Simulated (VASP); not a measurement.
Write the native input for VASP 6.6.1 that does the following.

```yaml
Task: relaxation of cell and atoms
Functional: PBE
Potentials_or_basis: VASP PAW PBE potentials, release 64 (Cd, Se)
Cutoff: 600 eV
k_mesh: 4 × 2 × 2
Occupations: gaussian, width 0.1 eV
Spin: no spin polarisation
Dipole_correction: no
Further_INCAR_settings: ALGO = Normal; EDIFF = 1e-06; IBRION = 2; EDIFFG = -0.025; NSW = 80; ISIF = 3
```

The structure of CdSe lies in POSCAR:

```
CdSe
1.0
    0.0285050474      4.5011644114      0.0190076929
   -0.0232966453      0.0315420134      7.6175677316
    8.0368843310      0.0516383578     -0.0254322063
Cd Se
4 4
Direct
    0.7424724340      0.4051792391      0.8369484375
    0.2521453478      0.8946873741      0.6511684474
    0.7385618328      0.0974814298      0.3440084054
    0.2622039526      0.5997089316      0.1631786512
    0.2666268993      0.6045220884      0.8137595341
    0.7566541412      0.0992069216      0.6833657474
    0.2431588912      0.8949068468      0.3259819824
    0.7381765011      0.4043071686      0.1815887945
```

The input as run:

INCAR

```
SYSTEM = CdSe
PREC = Accurate
ENCUT = 600
EDIFF = 1E-6
ISMEAR = 0
SIGMA = 0.1
LREAL = .False.
LASPH = .True.
NELM = 80
ALGO = Normal
ISIF = 3
LWAVE = .False.
LCHARG = .False.
GGA = PE
IBRION = 2
NSW = 80
EDIFFG = -0.025
```

KPOINTS

```
regular mesh
0
Gamma
  4 2 2
  0 0 0
```

Potentials or basis: VASP PAW PBE potentials, release 64 (Cd, Se).

Launch:

```sh
$ cat potpaw_PBE.64/Cd/POTCAR potpaw_PBE.64/Se/POTCAR > POTCAR
$ mpirun -np 1 vasp_std > vasp.out
```

Results of the run:

```json
{
  "Relaxed volume": "34.58 Å³/atom",
  "Relaxed cell": "a = 4.533 Å, b = 7.487 Å, c = 8.150 Å, α = 90.00°, β = 90.02°, γ = 89.93°",
  "Space group after relaxing (to 0.1 Å)": "Pnma (No. 62)",
  "Energy gained by relaxing": "17.4 meV/atom",
  "Ionic steps": "18",
  "Pressure after relaxing": "0.0 GPa",
  "Largest force after relaxing": "0.020 eV/Å",
  "Band gap on the k mesh": "0.74 eV"
}
```

Caveat: semilocal functionals underestimate gaps, and a narrow one can read as zero.

It took 16 min on 1 thread of Intel(R) Xeon(R) 6975P-C (Granite Rapids) (shared host), peak memory 0.51 GiB.
